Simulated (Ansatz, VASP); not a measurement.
One calculation of As, two programs

The input INCAR:

```
PREC = Accurate
ENCUT = 520
EDIFF = 1E-7
ISMEAR = 0
SIGMA = 0.05
LREAL = F
LASPH = T
NELM = 80
ALGO = Normal
ISIF = 2
LWAVE = F
LCHARG = F
LDIPOL = T
IDIPOL = 3
DIPOL = 0.5 0.5 0.382
GGA = PE
IVDW = 12
NBANDS = 18
```

KPOINTS

```
regular mesh
0
Gamma
  9 9 1
```

POSCAR

```
As
1.0
    3.5713380906      0.0000000000      0.0000000000
   -1.7856690453      3.0928695120      0.0000000000
    0.0000000000      0.0000000000     20.2952802043
As
4
Direct
    0.3333333333      0.6666666667      0.2905917062
    0.6666666667      0.3333333333      0.2217264287
    0.8333333333      0.3333333333      0.5427508314
    0.5000000000      0.6666666667      0.4738855539
```

Input for Ansatz:

```yaml
crystal:
  lattice:
    - [3.5713380906, 0.0, 0.0]
    - [-1.7856690453, 3.092869512, 0.0]
    - [0.0, 0.0, 20.2952802043]
  atoms:
    - { symbol: As, position: [0.3333333333, 0.6666666667, 0.2905917062] }
    - { symbol: As, position: [0.6666666667, 0.3333333333, 0.2217264287] }
    - { symbol: As, position: [0.8333333333, 0.3333333333, 0.5427508314] }
    - { symbol: As, position: [0.5, 0.6666666667, 0.4738855539] }
basis:
  ecutwfc: 420
kpoints:
  mp_grid: { grid: [9, 9, 1] }
hamiltonian:
  xc: pbe
  dispersion: d3bj
scf:
  occupations: { method: gaussian, width: 0.05 }
output:
  forces: true
  eigenvalues: true
efield:
  axis: 3
  dipole_correction: true
  ramp_width: 0.04
```

Alike in both runs: task single point; functional PBE; dispersion D3(BJ); k mesh 9 × 9 × 1; occupations gaussian, width 0.05 eV; no spin polarisation.

|  | VASP | Ansatz |
| --- | --- | --- |
| version | VASP 6.6.1 | Ansatz 0.2.0 |
| potentials or method | VASP PAW PBE potentials, release 64 (As), cutoff 520 eV | scalar-relativistic, plane waves, PAW |
| valence electrons in the cell | 20 | 60 |

```csv
,VASP,Ansatz,Ansatz less VASP
gap on the k mesh at the Fermi level (eV),1.22,1.25,+0.024
least direct gap on the mesh (eV),1.71,1.73,+0.024
rms of the force components (eV/Å),0.053,0.012,-0.0417
```

Atom by atom the forces differ by 0.053 eV/Å (rms over components). VASP's potentials hold 20 valence electrons a cell and Ansatz's 60, so a difference there can come from the potentials and not from the codes.
